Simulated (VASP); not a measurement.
# AlSi62 (a cell with a defect) in VASP: relaxation of the atoms with PBE

Aim: the relaxation of the atoms of AlSi62 (a cell with a defect) with PBE.

Program: VASP 6.6.1. These are calculated values, not measurements. Logs are shortened: lines on timing, memory, paths and dates and some standing lists are left out, and cuts for length are marked.

**1. The cell of the first run**

The cell holds a defect, 63 atoms: a = 10.860 Å, b = 10.860 Å, c = 10.860 Å, α = 90.00°, β = 90.00°, γ = 90.00°.

**2. Relaxation of the atoms, PBE**

Input file INCAR:

```
SYSTEM = AlSi62
  PREC = Accurate
  ENCUT = 520
  EDIFF = 1E-6
  ISMEAR = -1
  SIGMA = 0.02
  LREAL = Auto
  LASPH = .True.
  NELM = 100
  ALGO = Normal
  ISIF = 2
  LWAVE = .False.
  LCHARG = .False.
  GGA = PE
  IBRION = 2
  NSW = 80
  EDIFFG = -0.03
  NELECT = 250.0
  NCORE = 4
```

Input file KPOINTS:

```
Automatic mesh
0
Gamma
  1 1 1
  0 0 0
```

Input file POSCAR:

```
AlSi62
1.0
   10.8600000000      0.0000000000      0.0000000000
    0.0000000000     10.8600000000      0.0000000000
    0.0000000000      0.0000000000     10.8600000000
Si Al
62 1
Direct
    0.5000000000      0.0000000000      0.0000000000
    0.6250000000      0.1250000000      0.1250000000
    0.7500000000      0.2500000000      0.0000000000
    0.8750000000      0.3750000000      0.1250000000
    0.7500000000      0.0000000000      0.2500000000
    0.8750000000      0.1250000000      0.3750000000
    0.0000000000      0.0000000000      0.0000000000
    0.1250000000      0.1250000000      0.1250000000
    0.2500000000      0.2500000000      0.0000000000
    0.3750000000      0.3750000000      0.1250000000
    0.5000000000      0.5000000000      0.0000000000
    0.6250000000      0.6250000000      0.1250000000
    0.7500000000      0.7500000000      0.0000000000
    0.8750000000      0.8750000000      0.1250000000
    0.2500000000      0.0000000000      0.2500000000
    0.3750000000      0.1250000000      0.3750000000
    0.5000000000      0.2500000000      0.2500000000
    0.6250000000      0.3750000000      0.3750000000
    0.7500000000      0.5000000000      0.2500000000
    0.8750000000      0.6250000000      0.3750000000
    0.5000000000      0.0000000000      0.5000000000
    0.6250000000      0.1250000000      0.6250000000
    0.7500000000      0.2500000000      0.5000000000
    0.8750000000      0.3750000000      0.6250000000
    0.7500000000      0.0000000000      0.7500000000
    0.8750000000      0.1250000000      0.8750000000
    0.0000000000      0.5000000000      0.0000000000
    0.1250000000      0.6250000000      0.1250000000
    0.2500000000      0.7500000000      0.0000000000
    0.3750000000      0.8750000000      0.1250000000
    0.0000000000      0.2500000000      0.2500000000
    0.1250000000      0.3750000000      0.3750000000
    0.2500000000      0.5000000000      0.2500000000
    0.5000000000      0.7500000000      0.2500000000
    0.6250000000      0.8750000000      0.3750000000
    0.0000000000      0.0000000000      0.5000000000
    0.1250000000      0.1250000000      0.6250000000
    0.2500000000      0.2500000000      0.5000000000
    0.3750000000      0.3750000000      0.6250000000
    0.5000000000      0.5000000000      0.5000000000
    0.6250000000      0.6250000000      0.6250000000
    0.7500000000      0.7500000000      0.5000000000
    0.8750000000      0.8750000000      0.6250000000
    0.2500000000      0.0000000000      0.7500000000
    0.3750000000      0.1250000000      0.8750000000
    0.5000000000      0.2500000000      0.7500000000
    0.6250000000      0.3750000000      0.8750000000
    0.7500000000      0.5000000000      0.7500000000
    0.8750000000      0.6250000000      0.8750000000
    0.0000000000      0.7500000000      0.2500000000
    0.1250000000      0.8750000000      0.3750000000
    0.0000000000      0.5000000000      0.5000000000
    0.1250000000      0.6250000000      0.6250000000
    0.3750000000      0.8750000000      0.6250000000
    0.0000000000      0.2500000000      0.7500000000
    0.1250000000      0.3750000000      0.8750000000
    0.2500000000      0.5000000000      0.7500000000
    0.3750000000      0.6250000000      0.8750000000
    0.5000000000      0.7500000000      0.7500000000
    0.6250000000      0.8750000000      0.8750000000
    0.0000000000      0.7500000000      0.7500000000
    0.1250000000      0.8750000000      0.8750000000
    0.2500000000      0.7500000000      0.5000000000
```

Potentials or basis: VASP PAW PBE potentials, release 64 (Si, Al).

Started as:

```sh
cat potpaw_PBE.64/Si/POTCAR potpaw_PBE.64/Al/POTCAR > POTCAR
mpirun -np 4 vasp_gam > vasp.out
```

OUTCAR:

```text
SYSTEM = AlSi62
   PREC = Accurate
   ENCUT = 520
   EDIFF = 1E-6
   ISMEAR = -1
   LREAL = Auto
   LASPH = .True.
   NELM = 100
   ISIF = 2
   GGA = PE
   IBRION = 2
   NSW = 80
   EDIFFG = -0.03
   NELECT = 250.0

 ion  position               nearest neighbor table
   1  0.500  0.000  0.000-   2 2.35  30 2.35  45 2.35  60 2.35
   2  0.625  0.125  0.125-   1 2.35   3 2.35   5 2.35  17 2.35
   3  0.750  0.250  0.000-   2 2.35   4 2.35  26 2.35  47 2.35
   4  0.875  0.375  0.125-   3 2.35  19 2.35  27 2.35  31 2.35
   5  0.750  0.000  0.250-   2 2.35   6 2.35  14 2.35  35 2.35
   6  0.875  0.125  0.375-   5 2.35  23 2.35  31 2.35  36 2.35
[... 54 lines left out ...]
  61  0.000  0.750  0.750-  43 2.35  49 2.35  53 2.35  62 2.35
  62  0.125  0.875  0.875-   7 2.35  29 2.35  44 2.35  61 2.35
  63  0.250  0.750  0.500-  51 2.35  53 2.35  54 2.35

  LATTYP: Found a simple cubic cell.
 ALAT       =    10.8600000000

  Lattice vectors:

 A1 = (  10.8600000000,   0.0000000000,   0.0000000000)
 A2 = (   0.0000000000,  10.8600000000,   0.0000000000)
 A3 = (   0.0000000000,   0.0000000000,  10.8600000000)

Analysis of symmetry for initial positions (statically):
=====================================================================
 Subroutine PRICEL returns:
 Original cell was already a primitive cell.

 Routine SETGRP: Setting up the symmetry group for a
 simple cubic supercell.

 Subroutine GETGRP returns: Found  6 space group operations
 (whereof  2 operations were pure point group operations)
 out of a pool of 48 trial point group operations.

The static configuration has the point symmetry C_1h.
 The point group associated with its full space group is C_3v.

Analysis of symmetry for dynamics (positions and initial velocities):
=====================================================================
 Subroutine PRICEL returns:
 Original cell was already a primitive cell.

 Routine SETGRP: Setting up the symmetry group for a
 simple cubic supercell.

 Subroutine GETGRP returns: Found  6 space group operations
 (whereof  2 operations were pure point group operations)
 out of a pool of 48 trial point group operations.

The dynamic configuration has the point symmetry C_1h.
 The point group associated with its full space group is C_3v.

 Subroutine INISYM returns: Found  6 space group operations
 (whereof  2 operations are pure point group operations),
 and found     1 'primitive' translations

----------------------------------------------------------------------------------------

                                     Primitive cell

  volume of cell :    1280.8241

  direct lattice vectors                    reciprocal lattice vectors
    10.860000000  0.000000000  0.000000000     0.092081031  0.000000000  0.000000000
     0.000000000 10.860000000  0.000000000     0.000000000  0.092081031  0.000000000
     0.000000000  0.000000000 10.860000000     0.000000000  0.000000000  0.092081031

  length of vectors
    10.860000000 10.860000000 10.860000000     0.092081031  0.092081031  0.092081031

  position of ions in fractional coordinates (direct lattice)
     0.500000000  0.000000000  0.000000000
     0.625000000  0.125000000  0.125000000
     0.750000000  0.250000000  0.000000000
     0.875000000  0.375000000  0.125000000
     0.750000000  0.000000000  0.250000000
     0.875000000  0.125000000  0.375000000
[... 55 lines left out ...]
     0.125000000  0.875000000  0.875000000
     0.250000000  0.750000000  0.500000000

  ion indices of the primitive-cell ions
   primitive index   ion index
                 1           1
                 2           2
                 3           3
                 4           4
                 5           5
                 6           6
[... 55 lines left out ...]
                62          62
                63          63

----------------------------------------------------------------------------------------

 KPOINTS: Automatic mesh

Automatic generation of k-mesh.
 Grid dimensions read from file:
 generate k-points for:    1    1    1

 Generating k-lattice:

  Cartesian coordinates                     Fractional coordinates (reciprocal lattice)
     0.092081031  0.000000000  0.000000000     1.000000000  0.000000000  0.000000000
     0.000000000  0.092081031  0.000000000     0.000000000  1.000000000  0.000000000
     0.000000000  0.000000000  0.092081031     0.000000000  0.000000000  1.000000000

  Length of vectors
     0.092081031  0.092081031  0.092081031

  Shift w.r.t. Gamma in fractional coordinates (k-lattice)
     0.000000000  0.000000000  0.000000000

 Subroutine IBZKPT returns following result:
 ===========================================

 Found      1 irreducible k-points:

 Following reciprocal coordinates:
            Coordinates               Weight
  0.000000  0.000000  0.000000      1.000000
   k-points           NKPTS =      1   k-points in BZ     NKDIM =      1   number of bands    NBANDS=    157
   number of dos      NEDOS =    301   number of ions     NIONS =     63
   total plane-waves  NPLWV = 592704
   dimension x,y,z NGX =    84 NGY =   84 NGZ =   84
   dimension x,y,z NGXF=   168 NGYF=  168 NGZF=  168
   ions per type =              62   1
   NGX,Y,Z   is equivalent  to a cutoff of  12.86, 12.86, 12.86 a.u.
   NGXF,Y,Z  is equivalent  to a cutoff of  25.72, 25.72, 25.72 a.u.
 SYSTEM =  AlSi62
   PREC   = accura    normal or accurate (medium, high low for compatibility)
   ISTART =      0    job   : 0-new  1-cont  2-samecut
   ICHARG =      2    charge: 1-file 2-atom 10-const
   ISPIN  =      1    spin polarized calculation?
   LNONCOLLINEAR =      F non collinear calculations
   LSORBIT =      F    spin-orbit coupling
   LASPH  =      T    aspherical Exc in radial PAW
   ENCUT  =  520.0 eV  38.22 Ry    6.18 a.u.  20.19 20.19 20.19*2*pi/ulx,y,z
   NELM   =    100;   NELMIN=  2; NELMDL= -5     # of ELM steps
   EDIFF  = 0.1E-05   stopping-criterion for ELM
   LREAL  =      T    real-space projection
   EDIFFG = -.3E-01   stopping-criterion for IOM
   NSW    =     80    number of steps for IOM
   IBRION =      2    ionic relax: 0-MD 1-quasi-New 2-CG
   NFREE  =      1    steps in history (QN), initial steepest desc. (CG)
   ISIF   =      2    stress and relaxation
   ISYM   =      2    0-nonsym 1-usesym 2-fastsym
   POTIM  = 0.5000    time-step for ionic-motion
   TEBEG  =    0.0;   TEEND  =   0.0 temperature during run
   PSTRESS=    0.0 pullay stress
   NELECT =     250.0000    total number of electrons
   NUPDOWN=      -1.0000    fix difference up-down
   EMIN   =  10.00;   EMAX   =-10.00  energy-range for DOS
   EFERMI =   0.00;   METHOD = LEGACY
   ISMEAR =    -1;   SIGMA  =   0.02  broadening in eV -4-tet -1-fermi 0-gaus
   EFERMI_NEDOS =   21; number of points for ismear=-14 and -15
   IALGO  =     38    algorithm
   IMIX   =      4    mixing-type and parameters
     AMIX     =   0.40;   BMIX     =  1.00
     AMIX_MAG =   1.60;   BMIX_MAG =  1.00
  volume/ion in A,a.u.               =      20.33       137.20
  Fermi-wavevector in a.u.,A,eV,Ry     =   0.949639  1.794557 12.269916  0.901813
  Thomas-Fermi vector in A             =   2.077940
   LORBIT       =      0    0 simple, 1 ext, 2 COOP (PROOUT), +10 PAW based schemes
   GGA     = PE    functional components
   LHFCALC =     F    Hartree Fock is set to
   AEXX    =    0.0000 exact exchange contribution
   IVDW    =     0    specifies the selected vdW correction
   LEPSILON=     F    determine dielectric tensor
   LRPA    =     F    only Hartree local field effects (RPA)
 conjugate gradient relaxation of ions
 non-spin polarized calculation
  energy-cutoff  :      520.00
  volume of cell :     1280.82
 maximum number of plane-waves:     17229
 NGX is ok and might be reduce to    84
   NGX = 41   NGY = 41   NGZ = 41

--------------------------------------- Ionic step        1  -------------------------------------------

 number of electron     249.9999969 magnetization

 Free energy of the ion-electron system (eV)
  ---------------------------------------------------
  ext. energy  EPLUGINS =         0.00000000
  ---------------------------------------------------
  free energy    TOTEN  =      -336.85336451 eV

  energy without entropy =     -336.85336447  energy(sigma->0) =     -336.85336449

------------------------ aborting loop because EDIFF is reached ----------------------------------------

  FORCE on cell =-STRESS in cart. coord.  units (eV):
  Direction    XX          YY          ZZ          XY          YZ          ZX
  --------------------------------------------------------------------------------------
  -------------------------------------------------------------------------------------
  Total       10.5145879     10.5145879     10.5145879      1.4100665     -1.4100665      1.4100665
  in kB       13.1526530     13.1526530     13.1526530      1.7638462     -1.7638462      1.7638462
  external PRESSURE =      13.1526530 kB  Pullay stress =       0.0000000 kB
[... 272 lines left out ...]
  FREE ENERGIE OF THE ION-ELECTRON SYSTEM (eV)
  ---------------------------------------------------
  free  energy   TOTEN  =      -337.0305022182 eV

  energy  without entropy=     -337.0305022163  energy(sigma->0) =     -337.03050222

[... ionic steps 4 to 27 ...]

--------------------------------------- Ionic step       28  -------------------------------------------

 number of electron     249.9999996 magnetization

------------------------ aborting loop because EDIFF is reached ----------------------------------------
[... 189 lines left out ...]
--------------------------------------- Ionic step       30  -------------------------------------------

 number of electron     249.9999996 magnetization

 Free energy of the ion-electron system (eV)
  ---------------------------------------------------
  ext. energy  EPLUGINS =         0.00000000
  ---------------------------------------------------
  free energy    TOTEN  =      -337.25928045 eV

  energy without entropy =     -337.25928037  energy(sigma->0) =     -337.25928041

 E-fermi :   5.8578     XC(G=0):  -9.3261

 val. band max:        5.5249368350   @ k =   0.0000   0.0000   0.0000
 cond. band min:       6.2044792598   @ k =   0.0000   0.0000   0.0000
 fundamental gap:      0.6795424248
 Fermi energy:         5.8577796676

 k-point     1 :       0.0000    0.0000    0.0000
  band No.  band energies     occupation
      1      -6.1643      2.00000
      2      -5.1290      2.00000
      3      -5.1290      2.00000
      4      -5.1043      2.00000
      5      -5.1043      2.00000
      6      -5.0638      2.00000
[... 129 lines left out ...]
    136       6.9247      0.00000
    137       6.9326      0.00000
 [bands above 137 left out]

------------------------ aborting loop because EDIFF is reached ----------------------------------------

  FORCE on cell =-STRESS in cart. coord.  units (eV):
  Direction    XX          YY          ZZ          XY          YZ          ZX
  --------------------------------------------------------------------------------------
  -------------------------------------------------------------------------------------
  Total        0.3778560      0.3778560      0.3778560      2.4773160     -2.4773160      2.4773160
  in kB        0.4726584      0.4726584      0.4726584      3.0988639     -3.0988639      3.0988639
  external PRESSURE =       0.4726584 kB  Pullay stress =       0.0000000 kB
[... 78 lines left out ...]
  FREE ENERGIE OF THE ION-ELECTRON SYSTEM (eV)
  ---------------------------------------------------
  free  energy   TOTEN  =      -337.2592804508 eV

  energy  without entropy=     -337.2592803656  energy(sigma->0) =     -337.25928041

 reached required accuracy - stopping structural energy minimisation
```

Run time: 15 min. Hardware: 4 MPI ranks of AMD EPYC 7R13 (Zen 3), shared host; peak memory 0.41 GiB.

Results:

| Item | Value |
| --- | --- |
| Free energy | -337.2593 eV |
| Energy gained by relaxing | 6.4 meV/atom |
| Ionic steps | 30 |
| Largest force after relaxing | 0.022 eV/Å |

Forces in eV/Å, atoms in the order of the input:
```
Si  -0.002 -0.004 -0.001
Si   0.009  0.002 -0.009
Si  -0.003  0.003  0.003
Si  -0.002 -0.009 -0.009
Si   0.001 -0.004  0.002
Si  -0.001  0.001  0.005
Si  -0.002  0.002  0.007
Si   0.002 -0.012  0.005
Si  -0.020 -0.007 -0.007
Si  -0.003 -0.014 -0.014
Si  -0.006  0.006 -0.013
Si   0.014  0.003 -0.014
Si   0.007  0.020 -0.007
Si   0.012 -0.002  0.005
Si   0.009 -0.001  0.012
Si  -0.007 -0.005  0.007
Si  -0.006 -0.013  0.006
Si   0.014 -0.014  0.003
Si   0.013  0.006  0.006
Si   0.005  0.007  0.007
Si  -0.012 -0.001 -0.009
Si  -0.005 -0.012 -0.002
Si   0.007 -0.007  0.020
Si   0.012  0.005 -0.002
Si  -0.007  0.002  0.002
Si  -0.006  0.006  0.006
Si   0.004  0.002 -0.001
Si   0.003  0.000  0.004
Si  -0.003  0.003  0.004
Si   0.000 -0.003  0.004
Si   0.004 -0.001  0.002
Si   0.003  0.004  0.000
Si  -0.007 -0.012 -0.012
Si   0.012  0.007 -0.012
Si  -0.004 -0.003  0.000
Si   0.002 -0.002  0.020
Si  -0.001  0.003  0.001
Si  -0.003  0.004  0.003
Si   0.000  0.004 -0.003
Si   0.012 -0.012  0.007
Si  -0.004  0.000 -0.003
Si  -0.004  0.003  0.003
Si  -0.003  0.001  0.001
Si  -0.020 -0.002 -0.002
Si  -0.005  0.001  0.001
Si  -0.002 -0.001 -0.004
Si   0.009 -0.009  0.002
Si   0.001  0.002 -0.004
Si  -0.001  0.005  0.001
Si   0.001 -0.009  0.012
Si  -0.004  0.004  0.002
Si   0.001  0.012 -0.009
Si  -0.004  0.002  0.004
Si  -0.002  0.004  0.004
Si  -0.002  0.007  0.002
Si   0.002  0.005 -0.012
Si   0.009  0.012 -0.001
Si  -0.007  0.007 -0.005
Si  -0.012 -0.009 -0.001
Si  -0.005 -0.002 -0.012
Si   0.002  0.020 -0.002
Si  -0.001  0.001  0.003
Al   0.006 -0.006 -0.006
```

Step by step:
| step | energy change (eV) | largest force (eV/Å) | pressure (GPa) |
| --- | --- | --- | --- |
| 1 | 0.0000 | 0.9658 | 1.32 |
| 2 | -0.1733 | 0.3399 | 1.25 |
| 3 | -0.1771 | 0.2830 | 1.25 |
| 4 | -0.2027 | 0.2028 | 1.22 |
| 5 | -0.2068 | 0.1667 | 1.20 |
| 6 | -0.2216 | 0.1438 | 1.16 |
| 7 | -0.2303 | 0.1109 | 1.11 |
| 8 | -0.2420 | 0.1141 | 1.07 |
| 9 | -0.2505 | 0.1303 | 1.00 |
| 10 | -0.2605 | 0.1392 | 0.95 |
| 11 | -0.2681 | 0.1734 | 0.86 |
| 12 | -0.2793 | 0.1801 | 0.80 |
| 13 | -0.2842 | 0.2033 | 0.73 |
| 14 | -0.2927 | 0.1985 | 0.67 |
| 15 | -0.3023 | 0.1959 | 0.54 |
| 16 | -0.3148 | 0.1893 | 0.48 |
| 17 | -0.3311 | 0.1888 | 0.33 |
| 18 | -0.3328 | 0.1957 | 0.27 |
| 19 | -0.3404 | 0.1835 | 0.22 |
| 20 | -0.3579 | 0.1687 | 0.10 |
| 21 | -0.3351 | 0.2572 | -0.06 |
| 22 | -0.3615 | 0.1823 | 0.05 |
| 23 | -0.3757 | 0.1253 | 0.04 |
| 24 | -0.3836 | 0.1145 | 0.01 |
| 25 | -0.3869 | 0.0970 | 0.02 |
| 26 | -0.3955 | 0.0776 | 0.02 |
| 27 | -0.3994 | 0.0898 | 0.03 |
| 28 | -0.4038 | 0.0390 | 0.04 |
| 29 | -0.4042 | 0.0401 | 0.04 |
| 30 | -0.4059 | 0.0224 | 0.05 |

Final structure:
```
Si Al
1.0
    10.86000    0.00000    0.00000
     0.00000   10.86000    0.00000
     0.00000    0.00000   10.86000
Si Al
62 1
Direct
  0.50117 0.00200 0.00102
  0.62242 0.12942 0.12758
  0.74925 0.25075 0.00075
  0.87058 0.37758 0.12758
  0.74898 0.00200 0.24883
  0.87523 0.12477 0.37624
  0.00084 0.99916 0.99749
  0.12208 0.12637 0.12458
  0.25006 0.25264 0.00264
  0.37049 0.38457 0.13457
  0.49736 0.50264 0.00481
  0.61543 0.62951 0.13457
  0.74736 0.74994 0.00264
  0.87363 0.87792 0.12458
  0.24914 0.00116 0.24937
  0.37431 0.12602 0.37569
  0.49736 0.25481 0.25264
  0.61543 0.38457 0.37951
  0.74519 0.50264 0.25264
  0.87398 0.62569 0.37569
  0.50063 0.00116 0.50086
  0.62542 0.12637 0.62792
  0.74736 0.25264 0.49994
  0.87363 0.37458 0.62792
  0.75251 0.99916 0.74916
  0.87437 0.12563 0.87563
  0.99800 0.49883 0.00102
  0.12295 0.62642 0.12584
  0.24936 0.75064 0.00038
  0.37358 0.87705 0.12584
  0.99800 0.25102 0.24883
  0.12295 0.37584 0.37642
  0.24684 0.51324 0.26324
  0.48676 0.75316 0.26324
  0.62416 0.87705 0.37642
  0.00689 0.99311 0.49720
  0.12596 0.12228 0.62404
  0.24936 0.25038 0.50064
  0.37358 0.37584 0.62705
  0.48676 0.51324 0.50316
  0.62416 0.62642 0.62705
  0.74962 0.75064 0.50064
  0.87772 0.87404 0.62404
  0.25280 0.99311 0.74311
  0.37376 0.12477 0.87477
  0.50117 0.25102 0.75200
  0.62242 0.37758 0.87942
  0.74898 0.49883 0.75200
  0.87523 0.62624 0.87477
  0.99884 0.75086 0.24937
  0.13536 0.86464 0.37328
  0.99884 0.49937 0.50086
  0.13536 0.62328 0.61464
  0.37672 0.86464 0.61464
  0.00084 0.24749 0.74916
  0.12208 0.37458 0.87637
  0.24914 0.49937 0.75116
  0.37431 0.62569 0.87602
  0.50063 0.75086 0.75116
  0.62542 0.87792 0.87637
  0.00689 0.74720 0.74311
  0.12596 0.87404 0.87228
  0.30944 0.69056 0.44056
```

Caveat: the k points lie up to 0.58 Å⁻¹ apart; the cell carries a net charge on a neutralising background, which shifts energy and pressure; the cell is charged against a uniform background, so pressure and absolute levels hang on convention.
